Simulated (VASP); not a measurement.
Set up this calculation in VASP 6.6.1, as the native input.

```
Task                   : single point
Functional             : PBE
Potentials or basis    : VASP PAW PBE potentials, release 64 (Pr_3, Be, Si), 4f in core
Cutoff                 : 600 eV
k mesh                 : 6 × 6 × 6
Occupations            : gaussian, width 0.2 eV
Spin                   : no spin polarisation
Dipole correction      : no
Further INCAR settings : ALGO = Normal; EDIFF = 1e-06; NBANDS = 18
```

The structure of PrBe3Si lies in POSCAR:

```
PrBe3Si
1.0
   -1.9097607143      1.9097607143      4.9637280659
    1.9097607143     -1.9097607143      4.9637280659
    1.9097607143      1.9097607143     -4.9637280659
Pr Be Si
1 3 1
Direct
    0.0000000000      0.0000000000      0.0000000000
    0.6205777372      0.6205777372      0.0000000000
    0.3794222628      0.3794222628      0.0000000000
    0.7500000000      0.2500000000      0.5000000000
    0.2500000000      0.7500000000      0.5000000000
```

The cell was generated, and may not be a known phase.

These files were run (other wordings do the same):

INCAR

```
SYSTEM = PrBe3Si
ALGO = Normal
EDIFF = 1E-6
ENCUT = 600
GGA = PE
GGA_COMPAT = .False.
ISIF = 2
ISMEAR = 0
LASPH = .True.
LCHARG = .True.
LELF = .True.
LMAXMIX = 6
LREAL = .False.
LVHAR = .True.
LWAVE = .False.
NBANDS = 18
NELM = 200
PREC = Accurate
SIGMA = 0.2
```

KPOINTS

```
k-points
0
Gamma
  6 6 6
  0 0 0
```

Potentials or basis: VASP PAW PBE potentials, release 64 (Pr_3, Be, Si), 4f in core.

Launch:

```console
$ cat potpaw_PBE.64/Pr_3/POTCAR potpaw_PBE.64/Be/POTCAR potpaw_PBE.64/Si/POTCAR > POTCAR
$ mpirun -np 1 vasp_std > vasp.out
```

Results of the run:

| Item | Value |
| --- | --- |
| Pressure | 0.5 GPa |
| Largest force | 0.029 eV/Å |
| Band gap on the k mesh | zero (an odd number of electrons rules out a gap without spin polarisation) |

Caveat: spin-orbit coupling is left out, which moves the levels of the heavy elements; the 4f electrons are frozen in the core, so they carry no moment and show no levels.

It took 80 s on 1 thread of Intel(R) Xeon(R) Platinum 8488C (Sapphire Rapids), with other jobs on the host, peak memory 0.34 GiB.
